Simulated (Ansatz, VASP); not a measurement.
## AlNi: VASP beside Ansatz

```
Al Ni
1.0
     2.04609   -2.04609    0.00000
     2.04609    2.04609    0.00000
     0.00000    0.00000    2.89542
Al Ni
1 1
Direct
  0.00000 0.00000 0.00000
  0.50000 0.50000 0.50000
```

Alike in both runs: functional PBE; k mesh 16 × 16 × 14; occupations fermi-dirac, width 0.15 eV; no spin polarisation.

Ansatz relaxed the structure, and its values are those at the end. VASP's run is a single point on that final structure, the one shown.

|  | VASP | Ansatz |
| --- | --- | --- |
| version | VASP 6.6.1 | Ansatz 0.2.0 |
| potentials or method | VASP PAW PBE potentials, release 64 (Al, Ni), cutoff 520 eV | scalar-relativistic, plane waves, PAW |
| valence electrons in the cell | 13 | 21 |

Ansatz gave:

```
gap on the k mesh at the Fermi level (eV) : none
pressure (GPa)                            : 0.0
```

Problem. Estimate VASP's values.

Solution. gap on the k mesh at the Fermi level (eV): none; pressure (GPa): -0.1.

A gap of «none» marks a metal or a gap that the smearing closes. VASP's potentials hold 13 valence electrons a cell and Ansatz's 21, so a difference there can come from the potentials and not from the codes. Ansatz's warnings: structure snapped to symmetry.
